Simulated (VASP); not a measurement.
Set up this calculation in VASP 6.6.1, as the native input.

```yaml
Task: electric field gradients
Functional: LDA
Potentials_or_basis: VASP PAW LDA potentials, release 64 (Sc_sv, Al)
Cutoff: 520 eV
k_mesh: 10 × 10 × 10
Occupations: fermi-dirac, width 0.05 eV
Spin: no spin polarisation
Dipole_correction: no
Further_INCAR_settings: ALGO = Normal; EDIFF = 1e-08; NBANDS = 14
```

The structure of ScAl lies in POSCAR:

```
ScAl
1.0
    3.3021323095      0.0000000000      0.0000000000
    0.0000000000      3.3021323095      0.0000000000
    0.0000000000      0.0000000000      3.3021323095
Sc Al
1 1
Direct
    0.5000000000      0.5000000000      0.5000000000
    0.0000000000      0.0000000000      0.0000000000
```

The input as run:

INCAR

```
  PREC = Accurate
  ENCUT = 520
  EDIFF = 1E-8
  ISMEAR = -1
  SIGMA = 0.05
  LREAL = False
  LASPH = True
  NELM = 80
  ALGO = Normal
  ISIF = 2
  LWAVE = False
  LCHARG = False
  GGA = CA
  LEFG = True
  NBANDS = 14
```

KPOINTS

```
regular mesh
0
Gamma
  10 10 10
```

Potentials or basis: VASP PAW LDA potentials, release 64 (Sc_sv, Al).

Command:

```console
$ cat potpaw_LDA.64/Sc_sv/POTCAR potpaw_LDA.64/Al/POTCAR > POTCAR
$ mpirun -np 1 vasp_std > vasp.out
```

Results of the run:

* Pressure: 0.6 GPa
* Band gap on the k mesh: zero (bands 7 and 8 overlap by 1.12 eV)
* Largest electric field gradient by atom: under 0.05 V/Å² on every atom

Run time: 21 s on 1 thread of Intel(R) Xeon(R) Platinum 8375C CPU @ 2.90GHz (Ice Lake) (shared host), peak memory 0.16 GiB.
